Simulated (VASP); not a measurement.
Input of a VASP 6.6.1 run:

File INCAR:

```
SYSTEM = Os
ALGO = Normal ; EDIFF = 1E-7
ENCUT = 520 ; GGA = PS
ISIF = 2 ; ISMEAR = -1
LASPH = .TRUE. ; LCHARG = .FALSE.
LREAL = .FALSE. ; LWAVE = .FALSE.
NBANDS = 24 ; NELM = 80
PREC = Accurate ; SIGMA = 0.1
```

File KPOINTS:

```
k-points
0
G
  15 15 4
  0 0 0
```

Contents of POSCAR:

```
Os
1.0
    2.8219347537      0.0000000000      0.0000000000
   -1.4109673768      2.4438671845      0.0000000000
    0.0000000000      0.0000000000      9.0607458131
Os
4
Direct
    0.0000000000      1.0000000000      1.0000000000
    1.0000000000      0.0000000000      0.5000000000
    0.3333333333      0.6666666667      0.2500000000
    0.6666666667      0.3333333333      0.7500000000
```

Potentials or basis: VASP PAW PBE potentials, release 64 (Os).

Command:

```console
$ cat potpaw_PBE.64/Os/POTCAR > POTCAR
$ mpirun -np 1 vasp_std > vasp.out
```

Task: Estimate the band gap on the k mesh.

Result: Zero (bands 16 and 17 overlap by 3.01 eV).

Task: Predict the pressure.

Result: -37.2 GPa.

Stress tensor (GPa, compression positive):
```
-37.15   0.00   0.00
  0.00 -37.15   0.00
  0.00   0.00 -37.33
```

Caveat: the cell stands under tension; the PAW data sets were made with another functional, which shifts forces and pressure a little; spin-orbit coupling is left out, which moves the levels of the heavy elements.
